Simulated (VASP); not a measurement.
Wanted: the native input for a VASP 6.6.1 run.

```yaml
Task: relaxation of cell and atoms
Functional: PBE
Potentials_or_basis: VASP PAW PBE potentials, release 64 (Sn_d, Te, O)
Cutoff: 600 eV
k_mesh: 4 × 4 × 12
Occupations: gaussian, width 0.1 eV
Spin: no spin polarisation
Dipole_correction: no
Further_INCAR_settings: ALGO = Normal; EDIFF = 1e-07; IBRION = 2; EDIFFG = -0.01; NSW = 100; ISIF = 3
```

The structure of Sn2TeO2 lies in POSCAR:

```
Sn2TeO2
1.0
    9.1276163561      0.0000000000      0.0000000000
    0.0000000000      9.1276163561      0.0000000000
    0.0000000000      0.0000000000      3.1479688597
Sn Te O
4 2 4
Direct
    0.6725061259      0.1725061259      0.5000000000
    0.3274938741      0.8274938741      0.5000000000
    0.1725061259      0.3274938741      0.5000000000
    0.8274938741      0.6725061259      0.5000000000
    0.5000000000      0.5000000000      0.0000000000
    0.0000000000      0.0000000000      0.0000000000
    0.2230939045      0.7230939045      0.0000000000
    0.7769060955      0.2769060955      0.0000000000
    0.7230939045      0.7769060955      0.0000000000
    0.2769060955      0.2230939045      0.0000000000
```

The cell was generated, and may not be a known phase.

The input as run:

INCAR

```
  PREC = Accurate
  ENCUT = 600
  EDIFF = 1E-7
  ISMEAR = 0
  SIGMA = 0.1
  LREAL = False
  LASPH = True
  NELM = 100
  ALGO = Normal
  ISIF = 3
  LWAVE = False
  LCHARG = False
  GGA = PE
  IBRION = 2
  NSW = 100
  EDIFFG = -0.01
  KPAR = 4
```

KPOINTS

```
Automatic mesh
0
Gamma
  4 4 12
```

Potentials or basis: VASP PAW PBE potentials, release 64 (Sn_d, Te, O).

The run is started by

```sh
$ cat potpaw_PBE.64/Sn_d/POTCAR potpaw_PBE.64/Te/POTCAR potpaw_PBE.64/O/POTCAR > POTCAR
$ mpirun -np 4 vasp_std > vasp.out
```

It gave:

* Relaxed volume: 25.56 Å³/atom
* Relaxed cell: a = 9.002 Å, b = 9.002 Å, c = 3.153 Å, α = 90.00°, β = 90.00°, γ = 90.00°
* Space group after relaxing (to 0.1 Å): P4/mbm (No. 127)
* Energy gained by relaxing: 0.5 meV/atom
* Ionic steps: 11
* Pressure after relaxing: 0.0 GPa
* Band gap on the k mesh: zero (bands 46 and 47 overlap by 0.43 eV)

Caveat: semilocal functionals underestimate gaps, and a narrow one can read as zero; spin-orbit coupling is left out, which moves the levels of the heavy elements.

It took 40 min on 4 MPI ranks on Intel(R) Xeon(R) Platinum 8559C (Emerald Rapids) (shared host), peak memory 0.86 GiB a rank.
